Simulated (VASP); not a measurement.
# LiBe (Pm-3m) in VASP: a series of runs

LiBe is run at these levels: r2SCAN; tasks: single point, relaxation of cell and atoms.

Program: VASP 6.6.1. These are calculated values, not measurements. Logs are shortened: lines on timing, memory, paths and dates and some standing lists are left out, and cuts for length are marked.

### 1 The cell of the first run

It takes space group Pm-3m (No. 221, cubic). Conventional cell: a = 2.820 Å, b = 2.820 Å, c = 2.820 Å, α = 90.00°, β = 90.00°, γ = 90.00°. Within 3.2 Å of Li (site symmetry m-3m) lie 8 Be at 2.44 Å and 6 Li at 2.82 Å. Be (site symmetry m-3m) has 8 Li at 2.44 Å and 6 Be at 2.82 Å within 3.2 Å.

### 2 Single point, r2SCAN

POSCAR

```
LiBe
1.0
    2.8203512255      0.0000000000      0.0000000000
    0.0000000000      2.8203512255      0.0000000000
    0.0000000000      0.0000000000      2.8203512255
Li Be
1 1
Direct
    0.0000000000      0.0000000000      0.0000000000
    0.5000000000      0.5000000000      0.5000000000
```

INCAR.step1

```
SYSTEM = LiBe
ALGO = Normal
EDIFF = 1E-4
ENCUT = 520
GGA = PE
ISMEAR = 1
LASPH = .True.
LCHARG = .False.
LREAL = .False.
LWAVE = .True.
NBANDS = 10
NELM = 60
PREC = Accurate
SIGMA = 0.1
```

INCAR.step2

```
SYSTEM = LiBe
ALGO = Normal
EDIFF = 1E-7
ENCUT = 520
ISIF = 2
ISMEAR = 1
ISTART = 1
LASPH = .True.
LCHARG = .False.
LMIXTAU = .True.
LREAL = .False.
LWAVE = .False.
METAGGA = R2SCAN
NBANDS = 10
NELM = 60
PREC = Accurate
SIGMA = 0.1
```

KPOINTS

```
k-points
0
Gamma
  7 7 7
  0 0 0
```

Potentials or basis: VASP PAW PBE potentials, release 64 (Li_sv, Be).

Run with:

```console
$ cat potpaw_PBE.64/Li_sv/POTCAR potpaw_PBE.64/Be/POTCAR > POTCAR
$ cp INCAR.step1 INCAR
$ mpirun -np 1 vasp_std > vasp.out
$ cp INCAR.step2 INCAR
$ mpirun -np 1 vasp_std > vasp.out
```

OUTCAR:

```text
SYSTEM = LiBe
   EDIFF = 1E-7
   ENCUT = 520
   ISIF = 2
   ISMEAR = 1
   ISTART = 1
   LASPH = .True.
   LREAL = .False.
   METAGGA = R2SCAN
   NELM = 60
   PREC = Accurate

 ion  position               nearest neighbor table
   1  0.000  0.000  0.000-   2 2.44   2 2.44   2 2.44   2 2.44   2 2.44   2 2.44   2 2.44   2 2.44

   2  0.500  0.500  0.500-   1 2.44   1 2.44   1 2.44   1 2.44   1 2.44   1 2.44   1 2.44   1 2.44

  LATTYP: Found a simple cubic cell.
 ALAT       =     2.8203512255

  Lattice vectors:

 A1 = (   2.8203512255,   0.0000000000,   0.0000000000)
 A2 = (   0.0000000000,   2.8203512255,   0.0000000000)
 A3 = (   0.0000000000,   0.0000000000,   2.8203512255)

Analysis of symmetry for initial positions (statically):
=====================================================================
 Subroutine PRICEL returns:
 Original cell was already a primitive cell.

 Routine SETGRP: Setting up the symmetry group for a
 simple cubic supercell.

 Subroutine GETGRP returns: Found 48 space group operations
 (whereof 48 operations were pure point group operations)
 out of a pool of 48 trial point group operations.

The static configuration has the point symmetry O_h .

Analysis of symmetry for dynamics (positions and initial velocities):
=====================================================================
 Subroutine PRICEL returns:
 Original cell was already a primitive cell.

 Routine SETGRP: Setting up the symmetry group for a
 simple cubic supercell.

 Subroutine GETGRP returns: Found 48 space group operations
 (whereof 48 operations were pure point group operations)
 out of a pool of 48 trial point group operations.

The dynamic configuration has the point symmetry O_h .

 Subroutine INISYM returns: Found 48 space group operations
 (whereof 48 operations are pure point group operations),
 and found     1 'primitive' translations

----------------------------------------------------------------------------------------

                                     Primitive cell

  volume of cell :      22.4341

  direct lattice vectors                    reciprocal lattice vectors
     2.820351226  0.000000000  0.000000000     0.354565769  0.000000000  0.000000000
     0.000000000  2.820351226  0.000000000     0.000000000  0.354565769  0.000000000
     0.000000000  0.000000000  2.820351226     0.000000000  0.000000000  0.354565769

  length of vectors
     2.820351226  2.820351226  2.820351226     0.354565769  0.354565769  0.354565769

  position of ions in fractional coordinates (direct lattice)
     0.000000000  0.000000000  0.000000000
     0.500000000  0.500000000  0.500000000

  ion indices of the primitive-cell ions
   primitive index   ion index
                 1           1
                 2           2

----------------------------------------------------------------------------------------

 KPOINTS: k-points

Automatic generation of k-mesh.
 Grid dimensions read from file:
 generate k-points for:    7    7    7

 Generating k-lattice:

  Cartesian coordinates                     Fractional coordinates (reciprocal lattice)
     0.050652253  0.000000000  0.000000000     0.142857143  0.000000000  0.000000000
     0.000000000  0.050652253  0.000000000     0.000000000  0.142857143  0.000000000
     0.000000000  0.000000000  0.050652253     0.000000000  0.000000000  0.142857143

  Length of vectors
     0.050652253  0.050652253  0.050652253

  Shift w.r.t. Gamma in fractional coordinates (k-lattice)
     0.000000000  0.000000000  0.000000000

 Subroutine IBZKPT returns following result:
 ===========================================

 Found     20 irreducible k-points:

 Following reciprocal coordinates:
            Coordinates               Weight
  0.000000  0.000000  0.000000      1.000000
  0.142857  0.000000  0.000000      6.000000
  0.285714  0.000000  0.000000      6.000000
  0.428571  0.000000  0.000000      6.000000
  0.142857  0.142857  0.000000     12.000000
  0.285714  0.142857  0.000000     24.000000
[... 12 lines left out ...]
  0.428571  0.428571  0.285714     24.000000
  0.428571  0.428571  0.428571      8.000000
   k-points           NKPTS =     20   k-points in BZ     NKDIM =     20   number of bands    NBANDS=     10
   number of dos      NEDOS =    301   number of ions     NIONS =      2
   total plane-waves  NPLWV =  13824
   dimension x,y,z NGX =    24 NGY =   24 NGZ =   24
   dimension x,y,z NGXF=    48 NGYF=   48 NGZF=   48
   ions per type =               1   1
   NGX,Y,Z   is equivalent  to a cutoff of  14.15, 14.15, 14.15 a.u.
   NGXF,Y,Z  is equivalent  to a cutoff of  28.29, 28.29, 28.29 a.u.
 SYSTEM =  LiBe
   PREC   = accura    normal or accurate (medium, high low for compatibility)
   ISTART =      1    job   : 0-new  1-cont  2-samecut
   ICHARG =      0    charge: 1-file 2-atom 10-const
   ISPIN  =      1    spin polarized calculation?
   LNONCOLLINEAR =      F non collinear calculations
   LSORBIT =      F    spin-orbit coupling
   LASPH  =      T    aspherical Exc in radial PAW
   ENCUT  =  520.0 eV  38.22 Ry    6.18 a.u.   5.24  5.24  5.24*2*pi/ulx,y,z
   NELM   =     60;   NELMIN=  2; NELMDL=  0     # of ELM steps
   EDIFF  = 0.1E-06   stopping-criterion for ELM
   LREAL  =      F    real-space projection
   EDIFFG = 0.1E-05   stopping-criterion for IOM
   NSW    =      0    number of steps for IOM
   IBRION =     -1    ionic relax: 0-MD 1-quasi-New 2-CG
   NFREE  =      0    steps in history (QN), initial steepest desc. (CG)
   ISIF   =      2    stress and relaxation
   ISYM   =      2    0-nonsym 1-usesym 2-fastsym
   POTIM  = 0.5000    time-step for ionic-motion
   TEBEG  =    0.0;   TEEND  =   0.0 temperature during run
   PSTRESS=    0.0 pullay stress
   NELECT =       5.0000    total number of electrons
   NUPDOWN=      -1.0000    fix difference up-down
   EMIN   =  10.00;   EMAX   =-10.00  energy-range for DOS
   EFERMI =   0.00;   METHOD = LEGACY
   ISMEAR =     1;   SIGMA  =   0.10  broadening in eV -4-tet -1-fermi 0-gaus
   EFERMI_NEDOS =   21; number of points for ismear=-14 and -15
   IALGO  =     38    algorithm
   IMIX   =      4    mixing-type and parameters
     AMIX     =   0.40;   BMIX     =  1.00
     AMIX_MAG =   1.60;   BMIX_MAG =  1.00
  volume/ion in A,a.u.               =      11.22        75.70
  Fermi-wavevector in a.u.,A,eV,Ry     =   0.992571  1.875687 13.404425  0.985197
  Thomas-Fermi vector in A             =   2.124392
   LORBIT       =      0    0 simple, 1 ext, 2 COOP (PROOUT), +10 PAW based schemes
   METAGGA = R2SCAN    functional components
   LHFCALC =     F    Hartree Fock is set to
   AEXX    =    0.0000 exact exchange contribution
   IVDW    =     0    specifies the selected vdW correction
   LEPSILON=     F    determine dielectric tensor
   LRPA    =     F    only Hartree local field effects (RPA)
 non-spin polarized calculation
 Methfessel and Paxton  Order N= 1 SIGMA  =   0.10
  energy-cutoff  :      520.00
  volume of cell :       22.43
 maximum number of plane-waves:       619
 NGX is ok and might be reduce to    24
   NGX = 11   NGY = 11   NGZ = 11

 number of electron       5.0000003 magnetization

 Free energy of the ion-electron system (eV)
  ---------------------------------------------------
  ext. energy  EPLUGINS =         0.00000000
  ---------------------------------------------------
  free energy    TOTEN  =        -6.00665640 eV

  energy without entropy =       -6.00512621  energy(sigma->0) =       -6.00614634

 E-fermi :   2.9338     XC(G=0):  -9.6894

 val. band max:        2.9054829679   @ k =   0.4286   0.2857   0.2857
 cond. band min:       3.4643984393   @ k =   0.4286   0.4286   0.2857
 fundamental gap:      0.5589154714
 Fermi energy:         2.9337795307

 k-point     1 :       0.0000    0.0000    0.0000
  band No.  band energies     occupation
      1     -43.5052      2.00000
      2      -4.1188      2.00000
      3       9.6157      0.00000
      4       9.6157      0.00000
      5       9.6157      0.00000
      6      13.9761      0.00000
      7      13.9761      0.00000
      8      23.2128      0.00000
      9      24.5206      0.00000
     10      24.5206      0.00000

 k-point     2 :       0.1429    0.0000    0.0000
  band No.  band energies     occupation
      1     -43.5014      2.00000
      2      -3.8372      2.00000
      3       7.0084      0.00000
      4       9.9685      0.00000
      5       9.9685      0.00000
      6      14.3845      0.00000
      7      17.0405      0.00000
      8      22.9854      0.00000
      9      22.9854      0.00000
     10      23.2718      0.00000

 k-point     3 :       0.2857    0.0000    0.0000
  band No.  band energies     occupation
      1     -43.4931      2.00000
      2      -2.9957      2.00000
      3       3.6741     -0.00000
      4      10.9747      0.00000
      5      10.9747      0.00000
      6      15.6047      0.00000
      7      19.8961      0.00000
      8      19.8961      0.00000
      9      20.0915      0.00000
     10      23.2896      0.00000

 k-point     4 :       0.4286    0.0000    0.0000
  band No.  band energies     occupation
      1     -43.4864      2.00000
      2      -1.6901      2.00000
      3       1.0640      2.00000
      4      12.2851      0.00000
      5      12.2851      0.00000
      6      17.3037      0.00000
      7      17.3037      0.00000
      8      17.5759      0.00000
      9      20.3925      0.00000
     10      20.7413      0.00000

 k-point     5 :       0.1429    0.1429    0.0000
  band No.  band energies     occupation
      1     -43.4978      2.00000
      2      -3.5539      2.00000
      3       6.5571      0.00000
      4       8.3547      0.00000
      5      10.3173      0.00000
      6      16.2191      0.00000
      7      18.4515      0.00000
      8      20.9164      0.00000
      9      22.3631      0.00000
     10      23.2429      0.00000

 k-point     6 :       0.2857    0.1429    0.0000
  band No.  band energies     occupation
      1     -43.4895      2.00000
      2      -2.7074      2.00000
      3       3.8087     -0.00000
      4       8.8603      0.00000
      5      11.3088      0.00000
      6      16.8096      0.00000
      7      18.4485      0.00000
      8      20.0652      0.00000
      9      20.8829      0.00000
     10      23.0372      0.00000
[... 131 lines left out ...]
 k-point    17 :       0.2857    0.2857    0.2857
  band No.  band energies     occupation
      1     -43.4704      2.00000
      2      -0.6668      2.00000
      3       5.0258      0.00000
      4       5.0258      0.00000
      5      10.1729      0.00000
      6      13.8648      0.00000
      7      13.8648      0.00000
      8      17.1964      0.00000
      9      21.4471      0.00000
     10      27.4892      0.00000

 k-point    18 :       0.4286    0.2857    0.2857
  band No.  band energies     occupation
      1     -43.4642      2.00000
      2       0.7373      2.00000
      3       2.9055      1.45833
      4       6.6836      0.00000
      5      10.3571      0.00000
      6      10.6714      0.00000
      7      13.6461      0.00000
      8      15.9086      0.00000
      9      20.9242      0.00000
     10      28.7157      0.00000

 k-point    19 :       0.4286    0.4286    0.2857
  band No.  band energies     occupation
      1     -43.4583      2.00000
      2       2.1545      2.00000
      3       3.4644     -0.00000
      4       5.5136      0.00000
      5       9.1454      0.00000
      6      10.8296      0.00000
      7      12.3261      0.00000
      8      13.5723      0.00000
      9      20.5917      0.00000
     10      30.6379      0.00000

 k-point    20 :       0.4286    0.4286    0.4286
  band No.  band energies     occupation
      1     -43.4524      2.00000
      2       3.6507     -0.00000
      3       5.1503      0.00000
      4       5.1503      0.00000
      5       9.0771      0.00000
      6       9.0771      0.00000
      7       9.4467      0.00000
      8      11.1895      0.00000
      9      20.4859      0.00000
     10      34.2402      0.00000

------------------------ aborting loop because EDIFF is reached ----------------------------------------

  FORCE on cell =-STRESS in cart. coord.  units (eV):
  Direction    XX          YY          ZZ          XY          YZ          ZX
  --------------------------------------------------------------------------------------
  -------------------------------------------------------------------------------------
  Total        0.0192654      0.0192654      0.0192654      0.0000000     -0.0000000     -0.0000000
  in kB        1.3758744      1.3758744      1.3758744      0.0000000     -0.0000000     -0.0000000
  external PRESSURE =       1.3758744 kB  Pullay stress =       0.0000000 kB

 VOLUME and BASIS-vectors are now :
 -----------------------------------------------------------------------------
  energy-cutoff  :      520.00
  volume of cell :       22.43
      direct lattice vectors                 reciprocal lattice vectors
     2.820351226  0.000000000  0.000000000     0.354565769  0.000000000  0.000000000
     0.000000000  2.820351226  0.000000000     0.000000000  0.354565769  0.000000000
     0.000000000  0.000000000  2.820351226     0.000000000  0.000000000  0.354565769

 POSITION                                       TOTAL-FORCE (eV/Angst)
 -----------------------------------------------------------------------------------
      0.00000      0.00000      0.00000         0.000000      0.000000      0.000000
      1.41018      1.41018      1.41018         0.000000      0.000000      0.000000
 -----------------------------------------------------------------------------------
    total drift:                               -0.000000      0.000000      0.000000

  FREE ENERGIE OF THE ION-ELECTRON SYSTEM (eV)
  ---------------------------------------------------
  free  energy   TOTEN  =        -6.0066564045 eV

  energy  without entropy=       -6.0051262129  energy(sigma->0) =       -6.00614634
```

Run time: 15 s. Hardware: 1 thread of Intel Xeon Platinum 8259CL at 2.50GHz (Skylake/Cascade Lake), shared host; peak memory 0.14 GiB.

What came out:

```yaml
Free_energy: -6.0067 eV
```

Caveat: the cutoff is under 1.25 times the usual one of these potentials, so pressure, stress and relaxed cells hold a basis-set (Pulay) error; the PAW data sets were made with another functional, which shifts forces and pressure a little.

### 3 Relaxation of cell and atoms, r2SCAN

This run uses another cell than the first one, of 11.09 Å³/atom, 0.989 times its volume.

POSCAR

```
LiBe
1.0
    2.8100000000      0.0000000000      0.0000000000
    0.0000000000      2.8100000000      0.0000000000
    0.0000000000      0.0000000000      2.8100000000
Li Be
1 1
Direct
    0.0000000000      0.0000000000      0.0000000000
    0.5000000000      0.5000000000      0.5000000000
```

INCAR.step1

```
PREC = Accurate
ENCUT = 600
ISMEAR = 1
SIGMA = 0.1
LREAL = False
LASPH = True
NELM = 100
GGA = PE
ALGO = Normal
EDIFF = 1E-4
LWAVE = True
LCHARG = False
```

INCAR.step2

```
PREC = Accurate
ENCUT = 600
EDIFF = 1E-7
ISMEAR = 1
SIGMA = 0.1
LREAL = False
LASPH = True
NELM = 100
ALGO = Normal
ISIF = 3
LWAVE = False
LCHARG = False
METAGGA = R2SCAN
LMIXTAU = True
IBRION = 2
NSW = 80
EDIFFG = -0.02
ISTART = 1
```

KPOINTS

```
regular mesh
0
Gamma
  7 7 7
```

Potentials or basis: VASP PAW PBE potentials, release 64 (Li_sv, Be).

Run with:

```console
$ cat potpaw_PBE.64/Li_sv/POTCAR potpaw_PBE.64/Be/POTCAR > POTCAR
$ cp INCAR.step1 INCAR
$ mpirun -np 1 vasp_std > vasp.out
$ cp INCAR.step2 INCAR
$ mpirun -np 1 vasp_std > vasp.out
```

It took 29 s on 1 thread of Intel Xeon Platinum 8259CL at 2.50GHz (Skylake/Cascade Lake), shared host; peak memory 0.13 GiB.

The run converged. Its results:

```yaml
Free_energy: -6.0077 eV
Relaxed_volume: 11.23 Å³/atom
Relaxed_cell: a = 2.822 Å, b = 2.822 Å, c = 2.822 Å, α = 90.00°, β = 90.00°, γ = 90.00°
Space_group_after_relaxing_to_0.05_Å: Pm-3m (No. 221)
Energy_gained_by_relaxing: 0.4 meV/atom
Ionic_steps: 3
Pressure_after_relaxing: 0.1 GPa
```

The path:
```csv
step,energy change (eV),largest force (eV/Å),pressure (GPa),volume (Å³)
1,0.0000,0.0000,0.74,22.19
2,-0.0006,0.0000,0.36,22.35
3,-0.0008,0.0000,0.11,22.47
```

Final structure:
```
Li Be
1.0
     2.82169    0.00000    0.00000
     0.00000    2.82169    0.00000
     0.00000    0.00000    2.82169
Li Be
1 1
Cartesian
  0.0000 0.0000 0.0000
  1.4108 1.4108 1.4108
```

Levels at points of the mesh, in eV from the Fermi level:
```csv
k point,band 1,band 2,band 3,band 4,band 5,band 6
"(0.00, 0.00, 0.00)",-46.44,-7.05,6.67,6.67,6.67,11.03
```

Caveat: the cutoff is under 1.25 times the usual one of these potentials, so pressure, stress and relaxed cells hold a basis-set (Pulay) error; the PAW data sets were made with another functional, which shifts forces and pressure a little.

[end of part 1 of 2]
